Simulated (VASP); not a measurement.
# Y (Fm-3m) in VASP: single point with PBE

Aim: the single point of Y with PBE.

Everything below comes from runs of VASP 6.6.1. Logs are shortened: lines on timing, memory, paths and dates and some standing lists are left out, and cuts for length are marked.

## 1. The cell of the first run

It takes space group Fm-3m (No. 225, cubic). Conventional cell: a = 5.063 Å, b = 5.063 Å, c = 5.063 Å, α = 90.00°, β = 90.00°, γ = 90.00°. Y (site symmetry m-3m) has 12 Y at 3.58 Å within 4.7 Å.

This isn't the form of Y at room conditions, which is hcp.

## 2. Single point, PBE (32.45 Å³/atom)

File INCAR:

```
SYSTEM = Y
PREC = Accurate
ENCUT = 500
EDIFF = 1E-6
ISMEAR = 0
SIGMA = 0.05
LREAL = .False.
LASPH = .True.
NELM = 120
ALGO = Normal
ISIF = 2
LWAVE = .False.
LCHARG = .False.
GGA = PE
NBANDS = 12
GGA_COMPAT = .False.
```

File KPOINTS:

```
regular mesh
0
Gamma
  14 14 14
  0 0 0
```

File POSCAR:

```
Y
1.0
    0.0000000000      2.5316467368      2.5316467368
    2.5316467368      0.0000000000      2.5316467368
    2.5316467368      2.5316467368      0.0000000000
Y
1
Direct
    0.0000000000      0.0000000000      0.0000000000
```

Potentials or basis: VASP PAW PBE potentials, release 64 (Y_sv).

On the command line:

```
$ cat potpaw_PBE.64/Y_sv/POTCAR > POTCAR
$ mpirun -np 1 vasp_std > vasp.out
```

OUTCAR:

```text
SYSTEM = Y
   PREC = Accurate
   ENCUT = 500
   EDIFF = 1E-6
   ISMEAR = 0
   LREAL = .False.
   LASPH = .True.
   NELM = 120
   ISIF = 2
   GGA = PE

 ion  position               nearest neighbor table
   1  0.000  0.000  0.000-

  LATTYP: Found a face centered cubic cell.
 ALAT       =     5.0632934736

  Lattice vectors:

 A1 = (   0.0000000000,   2.5316467368,   2.5316467368)
 A2 = (   2.5316467368,   0.0000000000,   2.5316467368)
 A3 = (   2.5316467368,   2.5316467368,   0.0000000000)

Analysis of symmetry for initial positions (statically):
=====================================================================
 Subroutine PRICEL returns:
 Original cell was already a primitive cell.

 Routine SETGRP: Setting up the symmetry group for a
 face centered cubic supercell.

 Subroutine GETGRP returns: Found 48 space group operations
 (whereof 48 operations were pure point group operations)
 out of a pool of 48 trial point group operations.

The static configuration has the point symmetry O_h .

Analysis of symmetry for dynamics (positions and initial velocities):
=====================================================================
 Subroutine PRICEL returns:
 Original cell was already a primitive cell.

 Routine SETGRP: Setting up the symmetry group for a
 face centered cubic supercell.

 Subroutine GETGRP returns: Found 48 space group operations
 (whereof 48 operations were pure point group operations)
 out of a pool of 48 trial point group operations.

The dynamic configuration has the point symmetry O_h .

 Subroutine INISYM returns: Found 48 space group operations
 (whereof 48 operations are pure point group operations),
 and found     1 'primitive' translations

----------------------------------------------------------------------------------------

                                     Primitive cell

  volume of cell :      32.4518

  direct lattice vectors                    reciprocal lattice vectors
     0.000000000  2.531646737  2.531646737    -0.197499909  0.197499909  0.197499909
     2.531646737  0.000000000  2.531646737     0.197499909 -0.197499909  0.197499909
     2.531646737  2.531646737  0.000000000     0.197499909  0.197499909 -0.197499909

  length of vectors
     3.580289150  3.580289150  3.580289150     0.342079877  0.342079877  0.342079877

  position of ions in fractional coordinates (direct lattice)
     0.000000000  0.000000000  0.000000000

  ion indices of the primitive-cell ions
   primitive index   ion index
                 1           1

----------------------------------------------------------------------------------------

 KPOINTS: regular mesh

Automatic generation of k-mesh.
 Grid dimensions read from file:
 generate k-points for:   14   14   14

 Generating k-lattice:

  Cartesian coordinates                     Fractional coordinates (reciprocal lattice)
    -0.014107136  0.014107136  0.014107136     0.071428571  0.000000000  0.000000000
     0.014107136 -0.014107136  0.014107136     0.000000000  0.071428571  0.000000000
     0.014107136  0.014107136 -0.014107136     0.000000000  0.000000000  0.071428571

  Length of vectors
     0.024434277  0.024434277  0.024434277

  Shift w.r.t. Gamma in fractional coordinates (k-lattice)
     0.000000000  0.000000000  0.000000000

 Subroutine IBZKPT returns following result:
 ===========================================

 Found    104 irreducible k-points:

 Following reciprocal coordinates:
            Coordinates               Weight
  0.000000  0.000000  0.000000      1.000000
  0.071429  0.000000  0.000000      8.000000
  0.142857  0.000000  0.000000      8.000000
  0.214286  0.000000  0.000000      8.000000
  0.285714  0.000000  0.000000      8.000000
  0.357143  0.000000  0.000000      8.000000
[... 16 lines left out ...]
  0.214286  0.142857  0.000000     24.000000
  0.285714  0.142857  0.000000     24.000000
 [... further k-points ...]
   k-points           NKPTS =    104   k-points in BZ     NKDIM =    104   number of bands    NBANDS=     12
   number of dos      NEDOS =    301   number of ions     NIONS =      1
   total plane-waves  NPLWV =  21952
   dimension x,y,z NGX =    28 NGY =   28 NGZ =   28
   dimension x,y,z NGXF=    56 NGYF=   56 NGZF=   56
   ions per type =               1
   NGX,Y,Z   is equivalent  to a cutoff of  13.00, 13.00, 13.00 a.u.
   NGXF,Y,Z  is equivalent  to a cutoff of  26.00, 26.00, 26.00 a.u.
 SYSTEM =  Y
   PREC   = accura    normal or accurate (medium, high low for compatibility)
   ISTART =      0    job   : 0-new  1-cont  2-samecut
   ICHARG =      2    charge: 1-file 2-atom 10-const
   ISPIN  =      1    spin polarized calculation?
   LNONCOLLINEAR =      F non collinear calculations
   LSORBIT =      F    spin-orbit coupling
   LASPH  =      T    aspherical Exc in radial PAW
   ENCUT  =  500.0 eV  36.75 Ry    6.06 a.u.   6.53  6.53  6.53*2*pi/ulx,y,z
   NELM   =    120;   NELMIN=  2; NELMDL= -5     # of ELM steps
   EDIFF  = 0.1E-05   stopping-criterion for ELM
   LREAL  =      F    real-space projection
   EDIFFG = 0.1E-04   stopping-criterion for IOM
   NSW    =      0    number of steps for IOM
   IBRION =     -1    ionic relax: 0-MD 1-quasi-New 2-CG
   NFREE  =      0    steps in history (QN), initial steepest desc. (CG)
   ISIF   =      2    stress and relaxation
   ISYM   =      2    0-nonsym 1-usesym 2-fastsym
   POTIM  = 0.5000    time-step for ionic-motion
   TEBEG  =    0.0;   TEEND  =   0.0 temperature during run
   PSTRESS=    0.0 pullay stress
   NELECT =      11.0000    total number of electrons
   NUPDOWN=      -1.0000    fix difference up-down
   EMIN   =  10.00;   EMAX   =-10.00  energy-range for DOS
   EFERMI =   0.00;   METHOD = LEGACY
   ISMEAR =     0;   SIGMA  =   0.05  broadening in eV -4-tet -1-fermi 0-gaus
   EFERMI_NEDOS =   21; number of points for ismear=-14 and -15
   IALGO  =     38    algorithm
   IMIX   =      4    mixing-type and parameters
     AMIX     =   0.40;   BMIX     =  1.00
     AMIX_MAG =   1.60;   BMIX_MAG =  1.00
  volume/ion in A,a.u.               =      32.45       219.00
  Fermi-wavevector in a.u.,A,eV,Ry     =   1.141456  2.157040 17.727337  1.302922
  Thomas-Fermi vector in A             =   2.278156
   LORBIT       =      0    0 simple, 1 ext, 2 COOP (PROOUT), +10 PAW based schemes
   GGA     = PE    functional components
   LHFCALC =     F    Hartree Fock is set to
   AEXX    =    0.0000 exact exchange contribution
   IVDW    =     0    specifies the selected vdW correction
   LEPSILON=     F    determine dielectric tensor
   LRPA    =     F    only Hartree local field effects (RPA)
 non-spin polarized calculation
 Gauss-broadening in eV      SIGMA  =   0.05
  energy-cutoff  :      500.00
  volume of cell :       32.45
 maximum number of plane-waves:       869
 NGX is ok and might be reduce to    28
   NGX = 13   NGY = 13   NGZ = 13

 number of electron      11.0000000 magnetization

 Free energy of the ion-electron system (eV)
  ---------------------------------------------------
  ext. energy  EPLUGINS =         0.00000000
  ---------------------------------------------------
  free energy    TOTEN  =        -6.40743105 eV

  energy without entropy =       -6.40455602  energy(sigma->0) =       -6.40599353

 E-fermi :   3.1270     XC(G=0):  -9.4706

 val. band max:        3.1208255730   @ k =  -0.3571   0.4286   0.2143
 cond. band min:       3.1286470193   @ k =   0.5000   0.2857   0.1429
 fundamental gap:      0.0078214463
 Fermi energy:         3.1270051788

 k-point     1 :       0.0000    0.0000    0.0000
  band No.  band energies     occupation
      1     -39.5625      2.00000
      2     -19.2583      2.00000
      3     -19.2583      2.00000
      4     -19.2583      2.00000
      5      -1.6494      2.00000
      6       4.9021      0.00000
      7       4.9021      0.00000
      8       4.9021      0.00000
      9       6.9148      0.00000
     10       6.9148      0.00000
     11      12.0881      0.00000
     12      15.3672      0.00000

 k-point     2 :       0.0714    0.0000    0.0000
  band No.  band energies     occupation
      1     -39.5593      2.00000
      2     -19.2881      2.00000
      3     -19.2620      2.00000
      4     -19.2620      2.00000
      5      -1.5215      2.00000
      6       4.7573      0.00000
      7       4.9624      0.00000
      8       4.9624      0.00000
      9       6.8470      0.00000
     10       6.8470      0.00000
     11      12.3825      0.00000
     12      14.7645      0.00000

 k-point     3 :       0.1429    0.0000    0.0000
  band No.  band energies     occupation
      1     -39.5502      2.00000
      2     -19.3708      2.00000
      3     -19.2725      2.00000
      4     -19.2725      2.00000
      5      -1.1540      2.00000
      6       4.4053      0.00000
      7       5.1011      0.00000
      8       5.1011      0.00000
      9       6.7234      0.00000
     10       6.7234      0.00000
     11      13.0371      0.00000
     12      13.8761      0.00000
[... 286 lines left out ...]
 k-point    23 :       0.2143    0.1429    0.0000
  band No.  band energies     occupation
      1     -39.5362      2.00000
      2     -19.4437      2.00000
      3     -19.3164      2.00000
      4     -19.3118      2.00000
      5      -0.5766      2.00000
      6       3.8594      0.00000
      7       5.2947      0.00000
      8       5.4688      0.00000
      9       5.8780      0.00000
     10       7.2657      0.00000
     11      14.0138      0.00000
     12      14.3874      0.00000

 k-point    24 :       0.2857    0.1429    0.0000
  band No.  band energies     occupation
      1     -39.5234      2.00000
      2     -19.5475      2.00000
      3     -19.3353      2.00000
      4     -19.3296      2.00000
      5      -0.0031      2.00000
      6       3.5626      0.00000
      7       4.9074      0.00000
      8       5.5374      0.00000
      9       6.3223      0.00000
     10       7.5119      0.00000
     11      13.1949      0.00000
     12      14.9890      0.00000

 [... further k-points ...]

------------------------ aborting loop because EDIFF is reached ----------------------------------------

  FORCE on cell =-STRESS in cart. coord.  units (eV):
  Direction    XX          YY          ZZ          XY          YZ          ZX
  --------------------------------------------------------------------------------------
  -------------------------------------------------------------------------------------
  Total       -0.0295746     -0.0295746     -0.0295746      0.0000000      0.0000000      0.0000000
  in kB       -1.4601242     -1.4601242     -1.4601242      0.0000000      0.0000000      0.0000000
  external PRESSURE =      -1.4601242 kB  Pullay stress =       0.0000000 kB

 VOLUME and BASIS-vectors are now :
 -----------------------------------------------------------------------------
  energy-cutoff  :      500.00
  volume of cell :       32.45
      direct lattice vectors                 reciprocal lattice vectors
     0.000000000  2.531646737  2.531646737    -0.197499909  0.197499909  0.197499909
     2.531646737  0.000000000  2.531646737     0.197499909 -0.197499909  0.197499909
     2.531646737  2.531646737  0.000000000     0.197499909  0.197499909 -0.197499909

 POSITION                                       TOTAL-FORCE (eV/Angst)
 -----------------------------------------------------------------------------------
      0.00000      0.00000      0.00000        -0.000000      0.000000     -0.000000
 -----------------------------------------------------------------------------------
    total drift:                               -0.000000     -0.000000     -0.000000

  FREE ENERGIE OF THE ION-ELECTRON SYSTEM (eV)
  ---------------------------------------------------
  free  energy   TOTEN  =        -6.4074310501 eV

  energy  without entropy=       -6.4045560188  energy(sigma->0) =       -6.40599353
```

It took 64 s on 1 thread of Intel Xeon 8259CL, shared host; peak memory 0.2 GiB.

What came out:

* Free energy: -6.4074 eV
* Pressure: -0.1 GPa
* Band gap on the k mesh: zero (an odd number of electrons rules out a gap without spin polarisation)

Levels at points of the mesh, in eV from the Fermi level:
| k point | band 1 | band 2 | band 3 | band 4 | band 5 | band 6 | band 7 | band 8 | band 9 | band 10 |
| --- | --- | --- | --- | --- | --- | --- | --- | --- | --- | --- |
| (0.00, 0.00, 0.00) | -42.69 | -22.39 | -22.39 | -22.39 | -4.78 | 1.78 | 1.78 | 1.78 | 3.79 | 3.79 |
| (0.50, 0.00, 0.00) | -42.62 | -22.96 | -22.46 | -22.46 | -1.99 | 0.61 | 1.61 | 1.61 | 5.24 | 5.24 |
| (0.50, 0.50, 0.00) | -42.60 | -22.92 | -22.59 | -22.59 | -1.77 | -0.89 | 2.07 | 5.25 | 5.66 | 5.66 |
